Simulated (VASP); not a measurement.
Crystal: Sc.

```xyz
2
Lattice="3.3272 0.0000 0.0000 -1.6636 2.8814 0.0000 0.0000 0.0000 5.1661" Properties=species:S:1:pos:R:3 pbc="T T T"
Sc    0.0000    1.9210    1.2915
Sc    1.6636    0.9605    3.8745
```

* Program: VASP 6.6.1
* Task: relaxation of cell and atoms
* Functional: PBEsol
* Potentials or basis: VASP PAW PBE potentials, release 64 (Sc_sv)
* Cutoff: 600 eV
* k mesh: 12 × 12 × 8
* Occupations: gaussian, width 0.1 eV
* Spin: no spin polarisation

At the start: pressure -2.4 GPa; volume 24.76 Å³/atom.

Q: Where does the relaxation end?

A: Over 3 steps the energy falls by 8.5 meV/atom and the volume is 23.67 Å³/atom (-4.4 %); space group P6_3/mmc (No. 194, to 0.1 Å) before and after.

Step by step:
| step | energy change (eV) | largest force (eV/Å) | pressure (GPa) | volume (Å³) |
| --- | --- | --- | --- | --- |
| 1 | 0.0000 | 0.0000 | -2.42 | 49.53 |
| 2 | -0.0163 | 0.0000 | 0.56 | 46.89 |
| 3 | -0.0171 | 0.0000 | -0.01 | 47.34 |

Final structure:
```yaml
crystal:
  lattice:
    - [3.27657, 0.00000, 0.00000]
    - [-1.63828, 2.83759, 0.00000]
    - [0.00000, 0.00000, 5.09150]
  atoms:
    - { symbol: Sc, position: [0.33333, 0.66667, 0.25000] }
    - { symbol: Sc, position: [0.66667, 0.33333, 0.75000] }
```

Caveat: the PAW data sets were made with another functional, which shifts forces and pressure a little.
